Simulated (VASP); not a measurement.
Set up this calculation in VASP 6.6.1, as the native input.

```
Task                   : single point
Functional             : PBEsol
Potentials or basis    : VASP PAW PBE potentials, release 64 (Ti_sv)
Cutoff                 : 520 eV
k mesh                 : 7 × 7 × 10
Occupations            : methfessel-paxton, width 0.02 eV
Spin                   : no spin polarisation
Dipole correction      : no
Further INCAR settings : ALGO = Normal; EDIFF = 1e-07; NBANDS = 25
```

The structure of Ti lies in POSCAR:

```
Ti
1.0
    4.6000000000      0.0000000000      0.0000000000
   -2.3000000000      3.9837168574      0.0000000000
    0.0000000000      0.0000000000      2.8200000000
Ti
3
Direct
    0.0000000000      0.0000000000      0.0000000000
    0.3333333333      0.6666666667      0.5000000000
    0.6666666667      0.3333333333      0.5000000000
```

These files were run (other wordings do the same):

INCAR

```
SYSTEM = Ti
PREC = Accurate ; ENCUT = 520
EDIFF = 1E-7 ; ISMEAR = 1
SIGMA = 0.02 ; LREAL = .FALSE.
LASPH = .TRUE. ; NELM = 80
ALGO = Normal ; ISIF = 2
LWAVE = .FALSE. ; LCHARG = .FALSE.
GGA = PS ; NBANDS = 25
```

KPOINTS

```
Automatic mesh
0
G
  7 7 10
  0 0 0
```

Potentials or basis: VASP PAW PBE potentials, release 64 (Ti_sv).

Launch:

```bash
$ cat potpaw_PBE.64/Ti_sv/POTCAR > POTCAR
$ mpirun -np 1 vasp_std > vasp.out
```

Results of the run:

```yaml
Pressure: -5.1 GPa
Band_gap_on_the_k_mesh: zero (band 18 reaches 8.33 eV, above the bottom of band 19 at 8.10 eV)
```

Caveat: the PAW data sets were made with another functional, which shifts forces and pressure a little.

Run time: 2.2 min on 1 thread of AMD EPYC 7R13, on a shared host, peak memory 0.17 GiB.
